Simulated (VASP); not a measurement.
# SiC (P6_3mc) in VASP: G0W0 quasiparticle levels with PBE

Aim: the G0W0 quasiparticle levels of SiC with PBE.

All numbers are computed with VASP 6.6.1; they aren't measurements. Logs are shortened: lines on timing, memory, paths and dates and some standing lists are left out, and cuts for length are marked.

## (1) The cell of the first run

Symmetry: P6_3mc, No. 186, hexagonal system. The conventional cell has a = 3.075 Å, b = 3.075 Å, c = 5.048 Å, α = 90.00°, β = 90.00°, γ = 120.00°. Si (site symmetry 3m) has 4 C at 1.88 to 1.90 Å within 2.5 Å. Within 2.5 Å of C (site symmetry 3m) lie 4 Si at 1.88 to 1.90 Å.

## (2) G0W0 quasiparticle levels, PBE

Contents of POSCAR:

```
SiC
1.0
    3.0753564100      0.0000000000      0.0000000000
   -1.5376782050      2.6633367767      0.0000000000
    0.0000000000      0.0000000000      5.0481087359
Si C
2 2
Direct
    0.3333333333      0.6666666667      0.4995917744
    0.6666666667      0.3333333333      0.9995917744
    0.3333333333      0.6666666667      0.8754082256
    0.6666666667      0.3333333333      0.3754082256
```

Contents of INCAR.step1:

```
  ALGO = Normal
  EDIFF = 1E-8
  ENCUT = 500
  GGA = PE
  ISMEAR = 0
  LASPH = True
  LCHARG = False
  LREAL = False
  LWAVE = True
  NELM = 100
  PREC = Accurate
  SIGMA = 0.01
```

Contents of INCAR.step2:

```
  ALGO = Exact
  EDIFF = 1E-8
  ENCUT = 500
  GGA = PE
  ISMEAR = 0
  ISTART = 1
  LASPH = True
  LCHARG = False
  LOPTICS = True
  LREAL = False
  LWAVE = True
  NBANDS = 75
  NELM = 1
  PREC = Accurate
  SIGMA = 0.01
```

Contents of INCAR.step3:

```
  ALGO = EVGW0
  EDIFF = 1E-8
  ENCUT = 500
  ENCUTGW = 80.0
  GGA = PE
  ISMEAR = 0
  ISTART = 1
  LASPH = True
  LCHARG = False
  LREAL = False
  LWAVE = False
  NBANDS = 75
  NBANDSGW = 16
  NELMGW = 1
  NOMEGA = 96
  OMEGAMAX = 20
  PREC = Accurate
  PRECFOCK = Fast
  SIGMA = 0.01
```

Contents of KPOINTS:

```
k-points
0
Gamma
  9 9 4
```

Potentials or basis: VASP PAW PBE potentials, release 64 (Si_GW, C_GW).

Run with:

```console
$ cat potpaw_PBE.64/Si_GW/POTCAR potpaw_PBE.64/C_GW/POTCAR > POTCAR
$ cp INCAR.step1 INCAR
$ mpirun -np 1 vasp_std > vasp.out
$ cp INCAR.step2 INCAR
$ mpirun -np 1 vasp_std > vasp.out
$ cp INCAR.step3 INCAR
$ mpirun -np 1 vasp_std > vasp.out
```

OUTCAR:

```text
EDIFF = 1E-8
   ENCUT = 500
   ENCUTGW = 80.0
   GGA = PE
   ISMEAR = 0
   ISTART = 1
   LASPH = True
   LREAL = False
   NELMGW = 1
   PREC = Accurate
   PRECFOCK = Fast

 ion  position               nearest neighbor table
   1  0.333  0.667  0.500-   4 1.88   4 1.88   4 1.88   3 1.90   2 3.09   2 3.09   2 3.09   2 3.09
                             2 3.09   2 3.09
   2  0.667  0.333  1.000-   3 1.88   3 1.88   3 1.88   4 1.90   1 3.09   1 3.09   1 3.09   1 3.09
                             1 3.09   1 3.09
   3  0.333  0.667  0.875-   2 1.88   2 1.88   2 1.88   1 1.90
   4  0.667  0.333  0.375-   1 1.88   1 1.88   1 1.88   2 1.90

  LATTYP: Found a hexagonal cell.
 ALAT       =     3.0753564100
 C/A-ratio  =     1.6414711217

  Lattice vectors:

 A1 = (   3.0753564100,   0.0000000000,   0.0000000000)
 A2 = (  -1.5376782050,   2.6633367767,   0.0000000000)
 A3 = (   0.0000000000,   0.0000000000,   5.0481087359)

Analysis of symmetry for initial positions (statically):
=====================================================================
 Subroutine PRICEL returns:
 Original cell was already a primitive cell.

 Routine SETGRP: Setting up the symmetry group for a
 hexagonal supercell.

 Subroutine GETGRP returns: Found 12 space group operations
 (whereof  6 operations were pure point group operations)
 out of a pool of 24 trial point group operations.

The static configuration has the point symmetry C_3v.
 The point group associated with its full space group is C_6v.

Analysis of symmetry for dynamics (positions and initial velocities):
=====================================================================
 Subroutine PRICEL returns:
 Original cell was already a primitive cell.

 Routine SETGRP: Setting up the symmetry group for a
 hexagonal supercell.

 Subroutine GETGRP returns: Found 12 space group operations
 (whereof  6 operations were pure point group operations)
 out of a pool of 24 trial point group operations.

The dynamic configuration has the point symmetry C_3v.
 The point group associated with its full space group is C_6v.

 Subroutine INISYM returns: Found 12 space group operations
 (whereof  6 operations are pure point group operations),
 and found     1 'primitive' translations

----------------------------------------------------------------------------------------

                                     Primitive cell

  volume of cell :      41.3476

  direct lattice vectors                    reciprocal lattice vectors
     3.075356410  0.000000000  0.000000000     0.325165563  0.187734426  0.000000000
    -1.537678205  2.663336777  0.000000000     0.000000000  0.375468851  0.000000000
     0.000000000  0.000000000  5.048108736     0.000000000  0.000000000  0.198093990

  length of vectors
     3.075356410  3.075356410  5.048108736     0.375468851  0.375468851  0.198093990

  position of ions in fractional coordinates (direct lattice)
     0.333333333  0.666666667  0.499591774
     0.666666667  0.333333333  0.999591774
     0.333333333  0.666666667  0.875408226
     0.666666667  0.333333333  0.375408226

  ion indices of the primitive-cell ions
   primitive index   ion index
                 1           1
                 2           2
                 3           3
                 4           4

----------------------------------------------------------------------------------------

 KPOINTS: k-points

Automatic generation of k-mesh.
 Grid dimensions read from file:
 generate k-points for:    9    9    4

 Generating k-lattice:

  Cartesian coordinates                     Fractional coordinates (reciprocal lattice)
     0.036129507  0.020859381  0.000000000     0.111111111  0.000000000  0.000000000
     0.000000000  0.041718761  0.000000000     0.000000000  0.111111111  0.000000000
     0.000000000  0.000000000  0.049523497     0.000000000  0.000000000  0.250000000

  Length of vectors
     0.041718761  0.041718761  0.049523497

  Shift w.r.t. Gamma in fractional coordinates (k-lattice)
     0.000000000  0.000000000  0.000000000

 Subroutine IBZKPT returns following result:
 ===========================================

 Found     36 irreducible k-points:

 Following reciprocal coordinates:
            Coordinates               Weight
  0.000000  0.000000  0.000000      1.000000
  0.111111  0.000000  0.000000      6.000000
  0.222222  0.000000  0.000000      6.000000
  0.333333  0.000000  0.000000      6.000000
  0.444444  0.000000  0.000000      6.000000
  0.111111  0.111111  0.000000      6.000000
[... 16 lines left out ...]
  0.333333  0.222222  0.250000     24.000000
  0.333333  0.333333  0.250000      4.000000
 [... further k-points ...]
   k-points           NKPTS =     36   k-points in BZ     NKDIM =    324   number of bands    NBANDS=     75
   number of dos      NEDOS =    301   number of ions     NIONS =      4
   total plane-waves  NPLWV =  23040
   dimension x,y,z NGX =    24 NGY =   24 NGZ =   40
   dimension x,y,z NGXF=    48 NGYF=   48 NGZF=   80
   ions per type =               2   2
   NGX,Y,Z   is equivalent  to a cutoff of  12.97, 12.97, 13.17 a.u.
   NGXF,Y,Z  is equivalent  to a cutoff of  25.95, 25.95, 26.35 a.u.
 SYSTEM =  unknown system
   PREC   = accura    normal or accurate (medium, high low for compatibility)
   ISTART =      1    job   : 0-new  1-cont  2-samecut
   ICHARG =      0    charge: 1-file 2-atom 10-const
   ISPIN  =      1    spin polarized calculation?
   LNONCOLLINEAR =      F non collinear calculations
   LSORBIT =      F    spin-orbit coupling
   LASPH  =      T    aspherical Exc in radial PAW
   ENCUT  =  500.0 eV  36.75 Ry    6.06 a.u.   5.61  5.61  9.20*2*pi/ulx,y,z
   NELM   =     60;   NELMIN=  2; NELMDL=  0     # of ELM steps
   EDIFF  = 0.1E-07   stopping-criterion for ELM
   LREAL  =      F    real-space projection
   EDIFFG = 0.1E-06   stopping-criterion for IOM
   NSW    =      0    number of steps for IOM
   IBRION =     -1    ionic relax: 0-MD 1-quasi-New 2-CG
   NFREE  =      0    steps in history (QN), initial steepest desc. (CG)
   ISIF   =      0    stress and relaxation
   ISYM   =      3    0-nonsym 1-usesym 2-fastsym
   POTIM  = 0.5000    time-step for ionic-motion
   TEBEG  =    0.0;   TEEND  =   0.0 temperature during run
   PSTRESS=    0.0 pullay stress
   NELECT =      16.0000    total number of electrons
   NUPDOWN=      -1.0000    fix difference up-down
   EMIN   =  10.00;   EMAX   =-10.00  energy-range for DOS
   EFERMI =   0.00;   METHOD = LEGACY
   ISMEAR =     0;   SIGMA  =   0.01  broadening in eV -4-tet -1-fermi 0-gaus
   EFERMI_NEDOS =   21; number of points for ismear=-14 and -15
   IALGO  =     38    algorithm
   IMIX   =      4    mixing-type and parameters
     AMIX     =   0.40;   BMIX     =  1.00
     AMIX_MAG =   1.60;   BMIX_MAG =  1.00
  volume/ion in A,a.u.               =      10.34        69.76
  Fermi-wavevector in a.u.,A,eV,Ry     =   1.192975  2.254396 19.363673  1.423190
  Thomas-Fermi vector in A             =   2.329001
   LORBIT       =      0    0 simple, 1 ext, 2 COOP (PROOUT), +10 PAW based schemes
   GGA     = PE    functional components
   LHFCALC =     T    Hartree Fock is set to
   PRECFOCK=fast      Normal, Fast or Accurate (Low or Medium for compatibility)
   ENCUT4O =  -1.0   cutoff for four orbital integrals eV
   NKREDX  =     1    reduce k-point grid by
   NKREDY  =     1    reduce k-point grid by
   NKREDZ  =     1    reduce k-point grid by
   AEXX    =    1.0000 exact exchange contribution
   HFSCREEN=    0.0000 screening length (either q_TF or 0.3 A-1)
   HFSCREENC=   0.0000 screening length for correlation (either q_TF or 0.3 A-1)
   ENCUTFOCK=  -1.0 apply spherical cutoff to Coloumb kernel
   IVDW    =     0    specifies the selected vdW correction
   LEPSILON=     F    determine dielectric tensor
   LRPA    =     F    only Hartree local field effects (RPA)
   LRPAFORCE           =     F    calculate RPA forces
   ENCUTGW             =  80.0    cutoff for response function in eV
   ENCUTGWSOFT         =  64.0    soft cutoff for Coulomb kernel in GW response function in eV
   ENCUTLF             =  -1.0    cutoff for local field effects
   NELMGW              =     1    number of iterations in solving QP/BSE equation
   NELMHF              =     1    number of iterations in the inner HF iteration
   NKREDLFX            =     1    NKREDLFY  =   1   NKREDLFZ  =   1
 non-spin polarized calculation
 Gauss-broadening in eV      SIGMA  =   0.01
  energy-cutoff  :      500.00
  volume of cell :       41.35
 maximum number of plane-waves:      1099
 NGX is ok and might be reduce to    24
  NGX = 14; NGY = 14; NGZ = 24
   NGX = 11   NGY = 11   NGZ = 19
 maximum number of plane-waves:        72
 NGX is ok and might be reduce to    10

 QP shifts <psi_nk| G(iteration)W_0 |psi_nk>: iteration 1
 for sc-GW calculations column KS-energies equals QP-energies in previous step
 and V_xc(KS)=  KS-energies - (<T + V_ion + V_H > + <T+V_H+V_ion>^1  + <V_x>^1)

 k-point   1 :       0.0000    0.0000    0.0000
  band No.  KS-energies  QP-energies   sigma(KS)   V_xc(KS)     V^pw_x(r,r')   Z            occupation Imag(sigma)

      1      -7.6511      -8.4007     -13.8186     -12.7534     -21.7229       0.7037       2.0000       1.2969
      2      -4.0857      -4.6915     -14.6092     -13.7864     -21.7080       0.7362       2.0000       0.8462
      3      -0.7798      -1.4689     -12.9826     -12.0445     -17.9067       0.7345       2.0000       0.3290
      4       6.6081       6.3184     -14.7427     -14.3744     -17.4012       0.7866       2.0000       0.0402
      5       6.6081       6.3184     -14.7427     -14.3744     -17.4012       0.7866       2.0000       0.0402
      6       7.8123       7.6727     -14.9839     -14.8080     -17.3238       0.7935       2.0000       0.0344
[... 8 lines left out ...]
     15      16.8789      17.8023     -10.5831     -11.7622      -5.4200       0.7831       0.0000      -0.0916
     16      19.2647      20.2690     -11.7397     -13.0768      -5.5868       0.7511       0.0000      -0.2295

 k-point   2 :       0.1111    0.0000    0.0000
  band No.  KS-energies  QP-energies   sigma(KS)   V_xc(KS)     V^pw_x(r,r')   Z            occupation Imag(sigma)

      1      -7.4371      -8.1855     -13.8356     -12.7829     -21.6805       0.7108       2.0000       1.2716
      2      -3.9037      -4.5007     -14.6447     -13.8328     -21.6952       0.7353       2.0000       0.8159
      3      -0.5830      -1.2660     -13.0142     -12.0866     -17.8656       0.7363       2.0000       0.3115
      4       5.4751       5.0804     -14.3297     -13.8234     -17.1931       0.7795       2.0000       0.0482
      5       6.2546       5.9234     -14.5830     -14.1613     -17.3004       0.7852       2.0000       0.0421
      6       7.1427       6.9316     -14.8983     -14.6307     -17.4302       0.7889       2.0000       0.0384
[... 8 lines left out ...]
     15      17.3858      18.3128     -10.6477     -11.8375      -5.3353       0.7791       0.0000      -0.1097
     16      17.9493      18.7154      -9.9831     -10.9466      -4.9257       0.7951       0.0000      -0.1063
[... 421 lines left out ...]
 k-point  24 :       0.3333    0.3333    0.2500
  band No.  KS-energies  QP-energies   sigma(KS)   V_xc(KS)     V^pw_x(r,r')   Z            occupation Imag(sigma)

      1      -3.0190      -3.5691     -14.8681     -14.1132     -21.6864       0.7287       2.0000       0.6749
      2      -3.0190      -3.5691     -14.8681     -14.1132     -21.6864       0.7287       2.0000       0.6749
      3       0.7842       0.1904     -13.6719     -12.8650     -18.2021       0.7359       2.0000       0.2059
      4       0.7842       0.1904     -13.6719     -12.8650     -18.2021       0.7359       2.0000       0.2059
      5       1.4692       0.7908     -12.9335     -12.0227     -16.8471       0.7449       2.0000       0.1406
      6       3.4136       2.8285     -13.4396     -12.6711     -16.7545       0.7613       2.0000       0.0757
[... 8 lines left out ...]
     15      19.9534      20.8195     -10.5576     -11.6613      -5.0738       0.7848       0.0000      -0.1855
     16      20.4845      21.4906     -11.3145     -12.6563      -4.8450       0.7498       0.0000      -0.2690

 [... further k-points ...]
```

Run time: 28 min. Hardware: 1 thread of Intel Xeon Platinum 8488C (Sapphire Rapids), shared host; peak memory 0.98 GiB.

What came out:

| Item | Value |
| --- | --- |
| Quasiparticle gap | 2.79 eV |
| Least direct quasiparticle gap | 4.79 eV |
| Band gap of the starting levels on the mesh | 2.27 eV |
| Least direct gap of the starting levels on the mesh | 4.01 eV |

Caveat: bands, screening cutoff and mesh are small and nothing is extrapolated, so the quasiparticle values aren't converged.
